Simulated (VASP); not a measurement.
# TiAl (Cmmm) in VASP: further runs

TiAl is run at these levels: LDA; tasks: single point.

Program: VASP 6.6.1. These are calculated values, not measurements. Logs are shortened: lines on timing, memory, paths and dates and some standing lists are left out, and cuts for length are marked.

## Step 1: The cell of the first run

It takes space group Cmmm (No. 65, orthorhombic). Conventional cell: a = 4.412 Å, b = 4.580 Å, c = 3.179 Å, α = 90.00°, β = 90.00°, γ = 90.00°. Within 3.6 Å of Ti (site symmetry mmm) lie 8 Al at 2.72 to 2.79 Å and 6 Ti at 3.18 Å. Al (site symmetry mmm) has 8 Ti at 2.72 to 2.79 Å and 6 Al at 3.18 Å within 3.6 Å.

## Step 2: Single point, LDA (strain +0.0375 x Voigt [0, 0, 0, 0, 0, 1])

INCAR

```
ALGO = Fast
EDIFF = 1E-6
ENCUT = 520
ISIF = 2
ISMEAR = 0
LASPH = T
LCHARG = F
LREAL = F
LWAVE = F
NBANDS = 14
NELM = 60
PREC = Accurate
SIGMA = 0.15
```

KPOINTS

```
k-points
0
Gamma
  16 16 16
```

POSCAR

```
TiAl
1.0
    3.1790640000      0.0596074500      0.0000000000
    0.0596074500      3.1790640000      0.0000000000
    0.0000000000      0.0000000000      3.1790640000
Ti Al
1 1
Direct
    0.0000000000      0.0000000000      0.0000000000
    0.5000000000      0.5000000000      0.5000000000
```

Potentials or basis: VASP PAW LDA potentials, release 64 (Ti_sv, Al).

The run is started by

```sh
$ cat potpaw_LDA.64/Ti_sv/POTCAR potpaw_LDA.64/Al/POTCAR > POTCAR
$ mpirun -np 1 vasp_std > vasp.out
```

OUTCAR:

```text
EDIFF = 1E-6
   ENCUT = 520
   ISIF = 2
   ISMEAR = 0
   LASPH = T
   LREAL = F
   NELM = 60
   PREC = Accurate

 ion  position               nearest neighbor table
   1  0.000  0.000  0.000-   2 2.72   2 2.72   2 2.72   2 2.72   2 2.79   2 2.79   2 2.79   2 2.79

   2  0.500  0.500  0.500-   1 2.72   1 2.72   1 2.72   1 2.72   1 2.79   1 2.79   1 2.79   1 2.79

  LATTYP: Found a base centered orthorhombic cell.
 ALAT       =     4.4115777602
 B/A-ratio  =     1.0382165605
 C/A-ratio  =     0.7206183757

  Lattice vectors:

 A1 = (  -0.0596074500,  -3.1790640000,   0.0000000000)
 A2 = (   3.1790640000,   0.0596074500,   0.0000000000)
 A3 = (   0.0000000000,   0.0000000000,   3.1790640000)

Analysis of symmetry for initial positions (statically):
=====================================================================
 Subroutine PRICEL returns:
 Original cell was already a primitive cell.

 Routine SETGRP: Setting up the symmetry group for a
 base centered orthorhombic supercell.

 Subroutine GETGRP returns: Found  8 space group operations
 (whereof  8 operations were pure point group operations)
 out of a pool of  8 trial point group operations.

The static configuration has the point symmetry D_2h.

Analysis of symmetry for dynamics (positions and initial velocities):
=====================================================================
 Subroutine PRICEL returns:
 Original cell was already a primitive cell.

 Routine SETGRP: Setting up the symmetry group for a
 base centered orthorhombic supercell.

 Subroutine GETGRP returns: Found  8 space group operations
 (whereof  8 operations were pure point group operations)
 out of a pool of  8 trial point group operations.

The dynamic configuration has the point symmetry D_2h.

 Subroutine INISYM returns: Found  8 space group operations
 (whereof  8 operations are pure point group operations),
 and found     1 'primitive' translations

----------------------------------------------------------------------------------------

                                     Primitive cell

  volume of cell :      32.1177

  direct lattice vectors                    reciprocal lattice vectors
     3.179064000  0.059607450  0.000000000     0.314668621 -0.005900037  0.000000000
     0.059607450  3.179064000  0.000000000    -0.005900037  0.314668621  0.000000000
     0.000000000  0.000000000  3.179064000     0.000000000  0.000000000  0.314557996

  length of vectors
     3.179622771  3.179622771  3.179064000     0.314723929  0.314723929  0.314557996

[... 93 lines left out ...]
   EMIN   =  10.00;   EMAX   =-10.00  energy-range for DOS
   EFERMI =   0.00;   METHOD = LEGACY
   ISMEAR =     0;   SIGMA  =   0.15  broadening in eV -4-tet -1-fermi 0-gaus
   EFERMI_NEDOS =   21; number of points for ismear=-14 and -15
   IALGO  =     68    algorithm
   IMIX   =      4    mixing-type and parameters
     AMIX     =   0.40;   BMIX     =  1.00
     AMIX_MAG =   1.60;   BMIX_MAG =  1.00
  volume/ion in A,a.u.               =      16.06       108.37
  Fermi-wavevector in a.u.,A,eV,Ry     =   1.270155  2.400246 21.950210  1.613295
  Thomas-Fermi vector in A             =   2.403158
   LORBIT       =      0    0 simple, 1 ext, 2 COOP (PROOUT), +10 PAW based schemes
   GGA     = CA    functional components
   LHFCALC =     F    Hartree Fock is set to
   AEXX    =    0.0000 exact exchange contribution
   IVDW    =     0    specifies the selected vdW correction
   LEPSILON=     F    determine dielectric tensor
   LRPA    =     F    only Hartree local field effects (RPA)
 non-spin polarized calculation
 RMM-DIIS sequential band-by-band and
 Gauss-broadening in eV      SIGMA  =   0.15
  energy-cutoff  :      520.00
  volume of cell :       32.12
 maximum number of plane-waves:       890
   NGX = 11   NGY = 11   NGZ = 11

 number of electron      14.9999991 magnetization

 Free energy of the ion-electron system (eV)
  ---------------------------------------------------
  ext. energy  EPLUGINS =         0.00000000
  ---------------------------------------------------
  free energy    TOTEN  =       -13.27350135 eV

  energy without entropy =      -13.24380917  energy(sigma->0) =      -13.25865526

 E-fermi :   8.5140     XC(G=0): -11.3161

 val. band max:        8.5134451223   @ k =   0.5000   0.2500   0.1875
 cond. band min:       8.5154426693   @ k =   0.3125   0.0000   0.2500
 fundamental gap:      0.0019975470
 Fermi energy:         8.5140476554

 k-point     1 :       0.0000    0.0000    0.0000
  band No.  band energies     occupation
      1     -47.6674      2.00000
      2     -24.2674      2.00000
      3     -24.2518      2.00000
      4     -24.2387      2.00000
      5      -0.6677      2.00000
      6       7.1086      2.00000
      7       7.1182      2.00000
      8      10.2029      0.00000
      9      10.2584      0.00000
     10      10.3425      0.00000
     11      12.8931      0.00000
     12      12.9448      0.00000
     13      13.0221      0.00000
     14      17.4446      0.00000
[... 377 lines left out ...]
      1     -47.6662      2.00000
      2     -24.2740      2.00000
      3     -24.2506      2.00000
      4     -24.2447      2.00000
      5      -0.5379      2.00000
      6       7.0798      2.00000
      7       7.1339      2.00000
      8      10.0462      0.00000
      9      10.0620      0.00000
     10      10.2966      0.00000
     11      12.7714      0.00000
     12      12.8512      0.00000
     13      13.2608      0.00000
     14      17.4380      0.00000

 [... further k-points ...]

------------------------ aborting loop because EDIFF is reached ----------------------------------------

  FORCE on cell =-STRESS in cart. coord.  units (eV):
  Direction    XX          YY          ZZ          XY          YZ          ZX
  --------------------------------------------------------------------------------------
  -------------------------------------------------------------------------------------
  Total       -1.1280144     -1.1280144     -1.0857361     -0.4774993      0.0000000      0.0000000
  in kB      -56.2704148    -56.2704148    -54.1613821    -23.8198082      0.0000000      0.0000000
  external PRESSURE =     -55.5674039 kB  Pullay stress =       0.0000000 kB

 VOLUME and BASIS-vectors are now :
 -----------------------------------------------------------------------------
  energy-cutoff  :      520.00
  volume of cell :       32.12
      direct lattice vectors                 reciprocal lattice vectors
     3.179064000  0.059607450  0.000000000     0.314668621 -0.005900037  0.000000000
     0.059607450  3.179064000  0.000000000    -0.005900037  0.314668621  0.000000000
     0.000000000  0.000000000  3.179064000     0.000000000  0.000000000  0.314557996

 POSITION                                       TOTAL-FORCE (eV/Angst)
 -----------------------------------------------------------------------------------
      0.00000      0.00000      0.00000        -0.000000      0.000000      0.000000
      1.61934      1.61934      1.58953         0.000000      0.000000      0.000000
 -----------------------------------------------------------------------------------
    total drift:                               -0.000000      0.000000      0.000000

  FREE ENERGIE OF THE ION-ELECTRON SYSTEM (eV)
  ---------------------------------------------------
  free  energy   TOTEN  =       -13.2735013506 eV

  energy  without entropy=      -13.2438091696  energy(sigma->0) =      -13.25865526
```

Wall time 3.5 min (1 thread of AMD EPYC 9R45 (Zen 5), shared host); peak memory 0.35 GiB.

Results:

* Free energy: -13.2735 eV
* Pressure: -5.6 GPa
* Band gap on the k mesh: zero (an odd number of electrons rules out a gap without spin polarisation)

Stress tensor (GPa, compression positive):
```
-5.63 -2.38  0.00
-2.38 -5.63  0.00
 0.00  0.00 -5.42
```

Levels at points of the mesh, in eV from the Fermi level:
| k point | band 5 | band 6 | band 7 | band 8 | band 9 | band 10 |
| --- | --- | --- | --- | --- | --- | --- |
| (0.00, 0.00, 0.00) | -9.18 | -1.41 | -1.40 | 1.69 | 1.74 | 1.83 |
| (0.50, 0.00, 0.00) | -5.95 | -5.10 | -0.55 | 0.12 | 0.14 | 1.96 |
| (0.50, 0.50, 0.00) | -5.00 | -2.21 | -1.77 | -1.43 | 0.66 | 0.69 |
| (0.00, 0.00, 0.50) | -5.95 | -5.11 | -0.52 | -0.01 | 0.25 | 1.95 |
| (0.50, 0.00, 0.50) | -4.99 | -2.00 | -2.00 | -1.43 | 0.67 | 0.68 |
| (0.50, 0.50, 0.50) | -3.13 | -3.07 | -2.99 | 0.55 | 2.77 | 2.81 |

Caveat: the cell differs from its parent crystal (strain +0.0375 x Voigt [0, 0, 0, 0, 0, 1]); the cell stands under tension.

## Step 3: Single point, LDA (strain +0.0225 x Voigt [0, 0, 0, 0, 0, 1])

INCAR

```
PREC = Accurate
ENCUT = 520
EDIFF = 1E-6
ISMEAR = 0
SIGMA = 0.15
LREAL = F
LASPH = T
NELM = 80
ALGO = Fast
ISIF = 2
LWAVE = F
LCHARG = T
LELF = T
LVHAR = T
NBANDS = 14
```

KPOINTS

```
regular mesh
0
Gamma
  16 16 16
```

POSCAR

```
TiAl
1.0
    3.1790640000      0.0357644700      0.0000000000
    0.0357644700      3.1790640000      0.0000000000
    0.0000000000      0.0000000000      3.1790640000
Ti Al
1 1
Direct
    0.0000000000      0.0000000000      0.0000000000
    0.5000000000      0.5000000000      0.5000000000
```

Potentials or basis: VASP PAW LDA potentials, release 64 (Ti_sv, Al).

The run is started by

```sh
$ cat potpaw_LDA.64/Ti_sv/POTCAR potpaw_LDA.64/Al/POTCAR > POTCAR
$ mpirun -np 1 vasp_std > vasp.out
```

Wall time 7 min (1 thread of Intel Xeon 8259CL, shared host); peak memory 0.39 GiB.

It converged, with:

| Property | Result |
| --- | --- |
| Free energy | -13.2789 eV |
| Pressure | -5.6 GPa |
| Band gap on the k mesh | zero (an odd number of electrons rules out a gap without spin polarisation) |

Stress tensor (GPa, compression positive):
```
-5.66 -1.41  0.00
-1.41 -5.66  0.00
 0.00  0.00 -5.58
```

Levels at points of the mesh, in eV from the Fermi level:
```
           k point  band 4  band 5  band 6  band 7  band 8  band 9  band 10  band 11
(0.00, 0.00, 0.00)  -32.76   -9.19   -1.41   -1.41    1.71    1.75     1.80     4.39
(0.50, 0.00, 0.00)  -32.76   -5.96   -5.11   -0.54    0.11    0.12     1.96     3.00
(0.50, 0.50, 0.00)  -32.74   -5.00   -2.14   -1.87   -1.43    0.66     0.68     2.74
(0.00, 0.00, 0.50)  -32.75   -5.96   -5.11   -0.53    0.03    0.19     1.95     3.00
(0.50, 0.00, 0.50)  -32.74   -5.00   -2.01   -2.01   -1.43    0.67     0.67     2.74
(0.50, 0.50, 0.50)  -32.90   -3.11   -3.07   -3.03    0.56    2.80     2.81     2.85
```

Caveat: the cell differs from its parent crystal (strain +0.0225 x Voigt [0, 0, 0, 0, 0, 1]); the cell stands under tension.

## Step 4: Single point, LDA (strain +0.0075 x Voigt [0, 0, 0, 0, 0, 1])

INCAR

```
ALGO = Fast
EDIFF = 1E-6
ENCUT = 520
ISIF = 2
ISMEAR = 0
LASPH = T
LCHARG = F
LREAL = F
LWAVE = F
NBANDS = 14
NELM = 80
PREC = Accurate
SIGMA = 0.15
```

KPOINTS

```
k-points
0
Gamma
  16 16 16
```

POSCAR

```
TiAl
1.0
    3.1790640000      0.0119214900      0.0000000000
    0.0119214900      3.1790640000      0.0000000000
    0.0000000000      0.0000000000      3.1790640000
Ti Al
1 1
Direct
    0.0000000000      0.0000000000      0.0000000000
    0.5000000000      0.5000000000      0.5000000000
```

The run is started by

```sh
$ cat potpaw_LDA.64/Ti_sv/POTCAR potpaw_LDA.64/Al/POTCAR > POTCAR
$ mpirun -np 1 vasp_std > vasp.out
```

Run time: 6.7 min. Hardware: 1 thread of Intel Xeon 8259CL, shared host; peak memory 0.39 GiB.

The run converged. Its results:

```
Free energy            : -13.2816 eV
Pressure               : -5.7 GPa
Band gap on the k mesh : zero (an odd number of electrons rules out a gap without spin polarisation)
```

Stress tensor (GPa, compression positive):
```
-5.68 -0.47  0.00
-0.47 -5.68  0.00
 0.00  0.00 -5.67
```

Levels at points of the mesh, in eV from the Fermi level:
| k point | band 3 | band 4 | band 5 | band 6 | band 7 | band 8 | band 9 | band 10 | band 11 | band 12 |
| --- | --- | --- | --- | --- | --- | --- | --- | --- | --- | --- |
| (0.00, 0.00, 0.00) | -32.78 | -32.77 | -9.19 | -1.41 | -1.41 | 1.74 | 1.75 | 1.76 | 4.41 | 4.42 |
| (0.50, 0.00, 0.00) | -32.76 | -32.76 | -5.97 | -5.12 | -0.54 | 0.11 | 0.11 | 1.95 | 2.99 | 6.62 |
| (0.50, 0.50, 0.00) | -32.93 | -32.74 | -5.00 | -2.06 | -1.97 | -1.44 | 0.66 | 0.67 | 2.74 | 4.69 |
| (0.00, 0.00, 0.50) | -32.76 | -32.76 | -5.97 | -5.12 | -0.54 | 0.08 | 0.14 | 1.95 | 2.99 | 6.63 |
| (0.50, 0.00, 0.50) | -32.93 | -32.74 | -5.00 | -2.01 | -2.01 | -1.44 | 0.67 | 0.67 | 2.74 | 4.71 |
| (0.50, 0.50, 0.50) | -32.91 | -32.90 | -3.09 | -3.08 | -3.06 | 0.57 | 2.80 | 2.80 | 2.95 | 3.00 |

Caveat: the cell differs from its parent crystal (strain +0.0075 x Voigt [0, 0, 0, 0, 0, 1]); the cell stands under tension.

## Step 5: Summary

| cell | gap on the mesh (eV) | pressure (GPa) |
| --- | --- | --- |
| a = 3.180 Å, angles 90.0, 90.0, 87.9°, 2 atoms | none | -5.6 |
| a = 3.179 Å, angles 90.0, 90.0, 88.7°, 2 atoms | none | -5.6 |
| a = 3.179 Å, angles 90.0, 90.0, 89.6°, 2 atoms | none | -5.7 |

Alike in all rows: task single point; level LDA; potentials or basis VASP PAW LDA potentials, release 64 (Ti_sv, Al); no spin polarisation; k mesh 16 × 16 × 16; cutoff (eV) 520; smearing gaussian 0.15 eV.

Caveats: the cell stands under tension.

Absolute energies hang on the potentials; compare differences alone.
